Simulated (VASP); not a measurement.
Write the native input for VASP 6.6.1 that does the following.

```
Task                   : relaxation of cell and atoms
Functional             : PBE
Potentials or basis    : VASP PAW PBE potentials, release 64 (Pt)
Cutoff                 : 600 eV
k mesh                 : 14 × 14 × 14
Occupations            : methfessel-paxton, width 0.05 eV
Spin                   : no spin polarisation
Dipole correction      : no
Further INCAR settings : ALGO = Normal; EDIFF = 1e-07; IBRION = 2; EDIFFG = -0.02; NSW = 80; ISIF = 3
```

The structure of Pt lies in POSCAR:

```
Pt
1.0
    0.0000000000      2.6950000000      2.6950000000
    2.6950000000      0.0000000000      2.6950000000
    2.6950000000      2.6950000000      0.0000000000
Pt
2
Direct
    0.0000000000      0.0000000000      0.0000000000
    0.2500000000      0.2500000000      0.2500000000
```

This isn't the form of Pt at room conditions, which is fcc.

These files were run (other wordings do the same):

INCAR

```
SYSTEM = Pt
PREC = Accurate ; ENCUT = 600
EDIFF = 1E-7 ; ISMEAR = 1
SIGMA = 0.05 ; LREAL = .False.
LASPH = .True. ; NELM = 100
ALGO = Normal ; ISIF = 3
LWAVE = .False. ; LCHARG = .False.
GGA = PE ; IBRION = 2
NSW = 80 ; EDIFFG = -0.02
```

KPOINTS

```
Automatic mesh
0
Gamma
  14 14 14
  0 0 0
```

Potentials or basis: VASP PAW PBE potentials, release 64 (Pt).

Run with:

```sh
$ cat potpaw_PBE.64/Pt/POTCAR > POTCAR
$ mpirun -np 1 vasp_std > vasp.out
```

It gave:

The relaxed volume is 23.96 Å³/atom. The relaxed cell is a = 4.077 Å, b = 4.077 Å, c = 4.077 Å, α = 60.00°, β = 60.00°, γ = 60.00°, the space group after relaxing (to 0.1 Å) is Fd-3m (No. 227) and the pressure after relaxing is 0.0 GPa. The band gap on the k mesh is zero (bands 10 and 11 overlap by 0.61 eV).

Caveat: the volume moved by over 15 % at a fixed basis, so the end points are rough; spin-orbit coupling is left out, which moves the levels of the heavy elements.

It took 2.8 min on 1 thread of Intel(R) Xeon(R) Platinum 8488C (Sapphire Rapids), with other jobs on the host, peak memory 0.22 GiB.
